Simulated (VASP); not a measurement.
TiO2, 12 atoms in the cell. Symmetry: I4/m, No. 87, tetragonal system. The conventional cell has a = 8.702 Å, b = 8.702 Å, c = 3.775 Å, α = 90.00°, β = 90.00°, γ = 90.00°. Within 2.4 Å of Ti (site symmetry m) lie 6 O at 1.80 to 2.26 Å. Within 2.7 Å of O (site symmetry m) lie 4 Ti at 1.95 to 2.26 Å and 5 O at 2.62 to 2.65 Å. O (site symmetry m) has 2 Ti at 1.80 to 1.81 Å within 2.4 Å. 

```yaml
Program: VASP 6.6.1
Task: single point
Functional: PBE
Potentials_or_basis: VASP PAW PBE potentials, release 64 (Ti_sv, O)
Cutoff: 520 eV
k_mesh: 12 × 12 × 12
Occupations: gaussian, width 0.05 eV
Spin: no spin polarisation
Dipole_correction: no
Further_INCAR_settings: ALGO = Normal; EDIFF = 1e-06; NBANDS = 60
```

Potentials or basis: VASP PAW PBE potentials, release 64 (Ti_sv, O).

Run with:

```bash
$ cat potpaw_PBE.64/Ti_sv/POTCAR potpaw_PBE.64/O/POTCAR > POTCAR
$ mpirun -np 4 vasp_std > vasp.out
```

Hardware: 4 MPI ranks on Intel(R) Xeon(R) Platinum 8488C (Sapphire Rapids), on a shared host.

Q: Estimate the wall time of this run.

A: Wall time 17 min on 4 MPI ranks on Intel(R) Xeon(R) Platinum 8488C (Sapphire Rapids) (shared host), peak memory 1.4 GiB a rank. Counts: scf iterations 17, k points 242.
